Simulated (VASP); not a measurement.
Input of a VASP 6.6.1 run:

The input INCAR:

```
SYSTEM = Ge
  PREC = Accurate
  ENCUT = 520
  EDIFF = 1E-7
  ISMEAR = 0
  SIGMA = 0.15
  LREAL = .False.
  LASPH = .True.
  NELM = 80
  ALGO = Normal
  ISIF = 2
  LWAVE = .False.
  LCHARG = .False.
  GGA = PE
  NBANDS = 21
```

KPOINTS

```
Automatic mesh
0
Gamma
  14 14 14
  0 0 0
```

POSCAR

```
Ge
1.0
    0.0000000000      3.1009659829      2.5849652433
    3.1009659829      0.0000000000      2.5849652433
    3.1009659829      3.1009659829      0.0000000000
Ge
2
Direct
    0.5000000000      0.5000000000      0.5000000000
    0.7500000000      0.7500000000      0.7500000000
```

Potentials or basis: VASP PAW PBE potentials, release 64 (Ge_d).

The run is started by

```sh
$ cat potpaw_PBE.64/Ge_d/POTCAR > POTCAR
$ mpirun -np 1 vasp_std > vasp.out
```

**Question.** Predict the band gap on the k mesh.

**Answer.** Zero (band 14 reaches 4.51 eV, above the bottom of band 15 at 3.67 eV).

**Question.** Estimate the pressure.

**Answer.** -2.4 GPa.

Stress tensor (GPa, compression positive):
```
-4.86  0.00  0.00
 0.00 -4.86  0.00
 0.00  0.00  2.65
```
